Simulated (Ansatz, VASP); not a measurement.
**One calculation of GaN, two programs**

```
CELL_PARAMETERS angstrom
0.00000 2.21520 2.28267
2.21520 0.00000 2.28267
2.21520 2.21520 0.00000
ATOMIC_POSITIONS crystal
Ga 0.00000 0.00000 0.00000
N 0.75000 0.75000 0.75000
```

Change from the starting cell: strain -0.015 along x and y, +0.015 along z, atoms carried along.

Alike in both runs: task single point; functional r2SCAN; k mesh 10 × 10 × 10; occupations gaussian, width 0.05 eV; no spin polarisation.

|  | VASP | Ansatz |
| --- | --- | --- |
| version | VASP 6.6.1 | Ansatz 0.2.0 |
| potentials or method | VASP PAW PBE potentials, release 64 (Ga_d, N), cutoff 520 eV | scalar-relativistic, plane waves, PAW |
| valence electrons in the cell | 18 | 18 |

|  | VASP | Ansatz | Ansatz less VASP |
| --- | --- | --- | --- |
| gap on the k mesh at the Fermi level (eV) | 2.21 | 2.22 | +0.009 |
| least direct gap on the mesh (eV) | 2.21 | 2.22 | +0.009 |
| pressure (GPa) | 4.2 | 3.0 | -1.18 |
| traceless stress, the component that is largest in VASP (GPa) | -2.76 | -2.81 | -0.049 |

VASP's potentials were made for PBE, not for r2SCAN. The functional is the same, so the differences come from potentials, cutoffs and numerics.
